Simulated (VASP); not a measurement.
A run of VASP 6.6.1 is set up as follows.

Contents of INCAR:

```
ALGO = Normal
EDIFF = 1E-6
EDIFFG = -0.01
ENCUT = 600
GGA = PE
IBRION = 2
ISIF = 3
ISMEAR = 0
LASPH = True
LCHARG = False
LREAL = False
LWAVE = False
NELM = 100
NSW = 100
PREC = Accurate
SIGMA = 0.1
```

The input KPOINTS:

```
k-points
0
Gamma
  12 12 12
```

POSCAR

```
GeS3
1.0
    4.1563758852      0.0000000000      0.0000000000
    0.0000000000      4.1563758852      0.0000000000
    0.0000000000      0.0000000000      4.1563758852
Ge S
1 3
Direct
    0.0000000000      0.0000000000      0.0000000000
    0.0000000000      0.5000000000      0.5000000000
    0.5000000000      0.0000000000      0.5000000000
    0.5000000000      0.5000000000      0.0000000000
```

Potentials or basis: VASP PAW PBE potentials, release 64 (Ge_d, S).

Command:

```console
$ cat potpaw_PBE.64/Ge_d/POTCAR potpaw_PBE.64/S/POTCAR > POTCAR
$ mpirun -np 1 vasp_std > vasp.out
```

(1) Estimate the relaxed cell.

(2) What does it give for the space group after relaxing (to 0.1 Å)?

(3) What does it give for the band gap on the k mesh?

## Answers

(1) a = 4.130 Å, b = 4.130 Å, c = 4.130 Å, α = 90.00°, β = 90.00°, γ = 90.00°.

(2) Pm-3m (No. 221).

(3) zero (bands 16 and 17 overlap by 1.73 eV).
